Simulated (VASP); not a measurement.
Input of a VASP 6.6.1 run:

File INCAR:

```
SYSTEM = Ga4AsP3
  PREC = Accurate
  ENCUT = 520
  EDIFF = 1E-7
  ISMEAR = -1
  SIGMA = 0.05
  LREAL = .False.
  LASPH = .True.
  NELM = 80
  ALGO = Normal
  ISIF = 2
  LWAVE = .False.
  LCHARG = .True.
  GGA = PS
  LELF = .True.
  LVHAR = .True.
  NELECT = 71.0
  NBANDS = 46
```

KPOINTS

```
regular mesh
0
Gamma
  4 3 2
  0 0 0
```

The input POSCAR:

```
Ga4AsP3
1.0
    2.8300000000     -2.8300000000      0.0000000000
    0.0000000000      0.0000000000      5.6600000000
   -5.3692650000     -5.3692650000      0.0000000000
Ga P As
4 3 1
Direct
    0.0257650000      0.0153360000      0.0001410000
    0.9966450000      0.0366780000      0.5302410000
    0.5085940000      0.4802350000      0.7672980000
    0.5404080000      0.4874070000      0.2644300000
    0.9792450000      0.2358290000      0.7603300000
    0.9809400000      0.2269460000      0.2574790000
    0.4567380000      0.7671590000      0.5199310000
    0.4836480000      0.7664540000      0.9985180000
```

Potentials or basis: VASP PAW PBE potentials, release 64 (Ga_d, P, As).

The run is started by

```bash
$ cat potpaw_PBE.64/Ga_d/POTCAR potpaw_PBE.64/P/POTCAR potpaw_PBE.64/As/POTCAR > POTCAR
$ mpirun -np 1 vasp_std > vasp.out
```

(1) Predict the largest force.

Answers

(1) 4.183 eV/Å.

Caveat: the k points lie up to 0.41 Å⁻¹ apart; the cell carries a net charge on a neutralising background, which shifts energy and pressure; the PAW data sets were made with another functional, which shifts forces and pressure a little.
